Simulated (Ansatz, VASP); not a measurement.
**One calculation of Al, two programs**

INCAR

```
SYSTEM = Al
PREC = Accurate
ENCUT = 520
EDIFF = 1E-6
ISMEAR = 0
SIGMA = 0.15
LREAL = .False.
LASPH = .True.
NELM = 80
ALGO = Fast
ISIF = 2
LWAVE = .False.
LCHARG = .False.
GGA = PE
NBANDS = 22
```

File KPOINTS:

```
regular mesh
0
Gamma
  10 10 10
  0 0 0
```

File POSCAR:

```
Al
1.0
    3.2349246271     -3.2349246271     -3.2349246271
   -3.2349246271      3.2349246271     -3.2349246271
    3.2349246271      3.2349246271      3.2349246271
Al
8
Direct
    0.4635231068      0.4635231068     -0.0729537863
    0.5000000000      0.0000000000      0.0000000000
    0.0000000000      0.5000000000      0.0000000000
    0.0000000000      0.0000000000      0.0000000000
    0.5000000000      0.5000000000      0.5000000000
    0.5000000000      0.0000000000      0.5000000000
    0.0000000000      0.5000000000      0.5000000000
    0.0000000000      0.0000000000      0.5000000000
```

Input for Ansatz:

```yaml
crystal:
  lattice:
    - [3.2349246271, -3.2349246271, -3.2349246271]
    - [-3.2349246271, 3.2349246271, -3.2349246271]
    - [3.2349246271, 3.2349246271, 3.2349246271]
  atoms:
    - { symbol: Al, position: [0.4635231068, 0.4635231068, -0.0729537863] }
    - { symbol: Al, position: [0.5, 0.0, 0.0] }
    - { symbol: Al, position: [0.0, 0.5, 0.0] }
    - { symbol: Al, position: [0.0, 0.0, 0.0] }
    - { symbol: Al, position: [0.5, 0.5, 0.5] }
    - { symbol: Al, position: [0.5, 0.0, 0.5] }
    - { symbol: Al, position: [0.0, 0.5, 0.5] }
    - { symbol: Al, position: [0.0, 0.0, 0.5] }
basis:
  ecutwfc: 420
kpoints:
  mp_grid: { grid: [10, 10, 10] }
hamiltonian:
  xc: pbe
  pseudopotentials: { kind: paw, azcp: { folder: soft_1 } }
scf:
  occupations: { method: gaussian, width: 0.15 }
output:
  forces: true
  stress: true
  eigenvalues: true
```

Alike in both runs: task single point; functional PBE; k mesh 10 × 10 × 10; occupations gaussian, width 0.15 eV; no spin polarisation.

```csv
,VASP,Ansatz
version,VASP 6.6.1,Ansatz 0.2.0
potentials or method,"VASP PAW PBE potentials, release 64 (Al), cutoff 520 eV","scalar-relativistic, plane waves, PAW"
valence electrons in the cell,24,24
```

|  | VASP | Ansatz | Ansatz less VASP |
| --- | --- | --- | --- |
| gap on the k mesh at the Fermi level (eV) | none | none | - |
| pressure (GPa) | 0.9 | 0.9 | 0.00 |
| traceless stress, the component that is largest in VASP (GPa) | 1.02 | 1.02 | -0.001 |
| rms of the force components (eV/Å) | 0.448 | 0.448 | -0.0001 |

Atom by atom the forces differ by 0.000 eV/Å (rms over components). A gap of «none» marks a metal or a gap that the smearing closes.
